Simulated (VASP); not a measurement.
Input of a VASP 6.6.1 run:

INCAR

```
SYSTEM = C
ALGO     = Normal         ! electronic algorithm
EDIFF    = 1E-6           ! SCF threshold, eV
ENCUT    = 520            ! plane-wave cutoff, eV
GGA      = PS             ! functional
ISIF     = 2              ! what is computed and relaxed
ISMEAR   = 0              ! smearing method
IVDW     = 12             ! dispersion correction
LASPH    = .TRUE.         ! aspherical terms in the spheres
LCHARG   = .FALSE.        ! write CHGCAR
LREAL    = .FALSE.        ! projectors in reciprocal space
LWAVE    = .FALSE.        ! write WAVECAR
NBANDS   = 16             ! bands
NELM     = 80             ! most SCF steps
PREC     = Accurate       ! precision mode
SIGMA    = 0.15           ! smearing width, eV
```

KPOINTS

```
k-points
0
G
  18 18 6
  0 0 0
```

The input POSCAR:

```
C
1.0
    2.4580081303     -0.1843506097      0.0000000000
   -1.3886563765      2.2208727884      0.0000000000
    0.0000000000      0.0000000000      6.9255097181
C
4
Direct
    0.0000000000      0.0000000000      0.0025000000
    0.0000000000      0.0000000000      0.5025000000
    0.3333333333      0.6666666667      0.0025000000
    0.6666666667      0.3333333333      0.5025000000
```

Potentials or basis: VASP PAW PBE potentials, release 64 (C).

Run with:

```console
$ cat potpaw_PBE.64/C/POTCAR > POTCAR
$ mpirun -np 1 vasp_std > vasp.out
```

Question: Estimate the pressure.

Answer: 9.0 GPa.

Question: Estimate the dispersion energy per atom.

Answer: -0.103 eV.

Question: What does it give for the band gap on the k mesh?

Answer: 0.24 eV, indirect (the least direct gap lies 3.9 meV higher).

Forces on the atoms (eV/Å):
```
C    2.063  0.685  0.000
C   -2.063 -0.685  0.000
C   -2.072 -0.688  0.000
C    2.072  0.688  0.000
```

Caveat: the cell differs from its parent crystal (engineering shear strain xy -0.1500, normal strain along z +0.0525); the PAW data sets were made with another functional, which shifts forces and pressure a little. A k mesh can miss the band edges.
